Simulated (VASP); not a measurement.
Crystal: Ti.

```
Ti
1.0
     0.00000    2.17259    2.17259
     2.17259    0.00000    2.17259
     2.17259    2.17259    0.00000
Ti
1
Direct
  0.00000 0.00000 0.00000
```

This isn't the form of Ti at room conditions, which is hcp.

Base run:

```yaml
Program: VASP 6.6.1
Functional: PBE
Potentials_or_basis: VASP PAW PBE potentials, release 64 (Ti_sv)
Cutoff: 520 eV
k_mesh: 20 × 20 × 20
Occupations: gaussian, width 0.15 eV
Spin: collinear spin
Starting_moments: "[0.625] μB"
Fixed_moment: 0.625 μB
```

Its results: pressure -12.7 GPa; site moments Ti +0.41 μB.

Q: The run is repeated on the same cell with these changes: fixed moment from 0.625 μB to 0.125 μB; moments at the start from [0.62] to [0.12]. What comes out?

A: Pressure -13.3 GPa; site moments Ti +0.08 μB.

Caveats: the cell stands under tension; the total moment is fixed, so each spin has its own Fermi level and the state may be an excited one.
